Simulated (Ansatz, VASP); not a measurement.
**Bi2Se3 in VASP and in Ansatz**

The input INCAR:

```
ALGO = Normal ; EDIFF = 1E-8
ENCUT = 520 ; ISIF = 2
ISMEAR = -1 ; LASPH = True
LCHARG = False ; LEFG = True
LREAL = False ; LWAVE = False
NBANDS = 32 ; NELM = 80
PREC = Accurate ; SIGMA = 0.02
```

File KPOINTS:

```
k-points
0
Gamma
  8 8 8
```

The input POSCAR:

```
Bi2Se3
1.0
    2.0956832629      1.2099432960      9.9762290674
   -2.0956832629      1.2099432960      9.9762290674
    0.0000000000     -2.4198865920      9.9762290674
Bi Se
2 3
Direct
    0.3981757700      0.3981757700      0.3981757700
    0.6018242300      0.6018242300      0.6018242300
    0.0000000000      0.0000000000      0.0000000000
    0.2163229471      0.2163229471      0.2163229471
    0.7836770529      0.7836770529      0.7836770529
```

Input for Ansatz:

```yaml
crystal:
  lattice:
    - [2.0956832629, 1.209943296, 9.9762290674]
    - [-2.0956832629, 1.209943296, 9.9762290674]
    - [0.0, -2.419886592, 9.9762290674]
  atoms:
    - { symbol: Bi, position: [0.39817577, 0.39817577, 0.39817577] }
    - { symbol: Bi, position: [0.60182423, 0.60182423, 0.60182423] }
    - { symbol: Se, position: [0.0, 0.0, 0.0] }
    - { symbol: Se, position: [0.2163229471, 0.2163229471, 0.2163229471] }
    - { symbol: Se, position: [0.7836770529, 0.7836770529, 0.7836770529] }
kpoints:
  mp_grid: { grid: [8, 8, 8] }
scf:
  occupations: { method: fermi_dirac, width: 0.02 }
hamiltonian:
  xc: lda
  pseudopotentials: { kind: paw }
output:
  forces: true
  stress: true
  populations: true
  efg: { quadrupole_moments_barn: { Bi: -0.516 }, contact_densities: true }
```

Alike in both runs: task electric field gradients; functional LDA; k mesh 8 × 8 × 8; occupations fermi-dirac, width 0.02 eV; no spin polarisation.

```csv
,VASP,Ansatz
version,VASP 6.6.1,Ansatz 0.2.0
potentials or method,"VASP PAW LDA potentials, release 64 (Bi_d, Se)","plane-wave PAW, scalar-relativistic"
plane-wave cutoff (eV),520,420
valence electrons in the cell,48,78
```

|  | VASP | Ansatz | Ansatz less VASP |
| --- | --- | --- | --- |
| pressure (GPa) | -3.5 | -3.6 | -0.13 |
| traceless stress, the component that is largest in VASP (GPa) | 0.10 | 0.10 | +0.006 |
| rms of the force components (eV/Å) | 0.075 | 0.086 | +0.0114 |
| size of Vzz on the site where it differs most (V/Å²) | 5.3 | 3.3 | -2.07 |

LDA's correlation is that of Perdew and Zunger in VASP and of Perdew and Wang (1992) in Ansatz. Atom by atom the forces differ by 0.012 eV/Å (rms over components). VASP's potentials hold 48 valence electrons a cell and Ansatz's 78, so a difference there can come from the potentials and not from the codes.

Neither program's run includes spin-orbit coupling.
